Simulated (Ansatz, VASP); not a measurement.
**Two plane-wave programs on Pt**

INCAR

```
PREC     = Accurate       # precision mode
ENCUT    = 520            # plane-wave cutoff, eV
EDIFF    = 1E-6           # SCF threshold, eV
ISMEAR   = 0              # smearing method
SIGMA    = 0.15           # smearing width, eV
LREAL    = False          # projectors in reciprocal space
LASPH    = True           # aspherical terms in the spheres
NELM     = 100            # most SCF steps
ALGO     = Normal         # electronic algorithm
ISIF     = 2              # what is computed and relaxed
LWAVE    = False          # write WAVECAR
LCHARG   = True           # write CHGCAR
LELF     = True           # ELF
LVHAR    = True         
NBANDS   = 11             # bands
```

Contents of KPOINTS:

```
Automatic mesh
0
Gamma
  22 22 22
```

Contents of POSCAR:

```
Pt
1.0
    0.0000000000      2.2260138434      1.4444603830
    2.2260138434      0.0000000000      1.4444603830
    2.2260138434      2.2260138434      0.0000000000
Pt
1
Direct
    0.0000000000      0.0000000000      0.0000000000
```

Input for Ansatz:

```yaml
crystal:
  lattice:
    - [0.0, 2.2260138434, 1.444460383]
    - [2.2260138434, 0.0, 1.444460383]
    - [2.2260138434, 2.2260138434, 0.0]
  atoms:
    - { symbol: Pt, position: [0.0, 0.0, 0.0] }
basis:
  ecutwfc: 420
kpoints:
  mp_grid: { grid: [22, 22, 22] }
hamiltonian:
  xc: lda
scf:
  occupations: { method: gaussian, width: 0.15 }
output:
  forces: true
  stress: true
  eigenvalues: true
```

Alike in both runs: task single point; functional LDA; k mesh 22 × 22 × 22; occupations gaussian, width 0.15 eV; no spin polarisation.

|  | VASP | Ansatz |
| --- | --- | --- |
| version | VASP 6.6.1 | Ansatz 0.2.0 |
| potentials or method | VASP PAW LDA potentials, release 64 (Pt), cutoff 520 eV | scalar-relativistic, plane waves, PAW |
| valence electrons in the cell | 10 | 18 |

|  | VASP | Ansatz | Ansatz less VASP |
| --- | --- | --- | --- |
| gap on the k mesh at the Fermi level (eV) | none | none | - |
| pressure (GPa) | 14.2 | 13.3 | -0.88 |
| traceless stress, the component that is largest in VASP (GPa) | -7.56 | -7.73 | -0.170 |

LDA's correlation is that of Perdew and Zunger in VASP and of Perdew and Wang (1992) in Ansatz. A gap of «none» marks a metal or a gap that the smearing closes. VASP's potentials hold 10 valence electrons a cell and Ansatz's 18, so a difference there can come from the potentials and not from the codes.

Spin-orbit coupling is off throughout.
